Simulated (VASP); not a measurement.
LaH3:

```
CELL_PARAMETERS angstrom
0.00000 2.78648 2.78648
2.78648 0.00000 2.78648
2.78648 2.78648 0.00000
ATOMIC_POSITIONS crystal
La 0.00000 0.00000 0.00000
H 0.50000 0.50000 0.50000
H 0.75000 0.75000 0.75000
H 0.25000 0.25000 0.25000
```

| Item | Value |
| --- | --- |
| Program | VASP 6.6.1 |
| Task | relaxation of cell and atoms |
| Functional | BLYP |
| Dispersion | D3(BJ) |
| Potentials or basis | VASP PAW PBE potentials, release 64 (La, H) |
| Cutoff | 500 eV |
| k mesh | 7 × 7 × 7 |
| Occupations | fermi-dirac, width 0.05 eV |
| Spin | no spin polarisation |

At the start: pressure -3.0 GPa; volume 10.82 Å³/atom.

Problem. How do energy, volume and symmetry change on relaxing?

Solution. Over 3 steps the energy falls by 3.9 meV/atom and the volume is 10.41 Å³/atom (-3.7 %); space group Fm-3m (No. 225, to 0.1 Å) before and after.

The path:
| step | energy change (eV) | largest force (eV/Å) | pressure (GPa) | volume (Å³) |
| --- | --- | --- | --- | --- |
| 1 | 0.0000 | 0.0000 | -2.97 | 43.27 |
| 2 | -0.0146 | 0.0000 | -0.76 | 42.03 |
| 3 | -0.0156 | 0.0000 | -0.02 | 41.65 |

Final structure:
```cif
data_structure
_symmetry_space_group_name_H-M 'P 1'
_symmetry_Int_Tables_number 1
_cell_length_a 3.8908
_cell_length_b 3.8908
_cell_length_c 3.8908
_cell_angle_alpha 60.000
_cell_angle_beta 60.000
_cell_angle_gamma 60.000
_cell_volume 41.65
loop_
_atom_site_label
_atom_site_type_symbol
_atom_site_fract_x
_atom_site_fract_y
_atom_site_fract_z
_atom_site_occupancy
La1 La 0.00000 0.00000 0.00000 1
H1 H 0.50000 0.50000 0.50000 1
H2 H 0.75000 0.75000 0.75000 1
H3 H 0.25000 0.25000 0.25000 1
```

Caveat: the PAW data sets were made with another functional, which shifts forces and pressure a little.
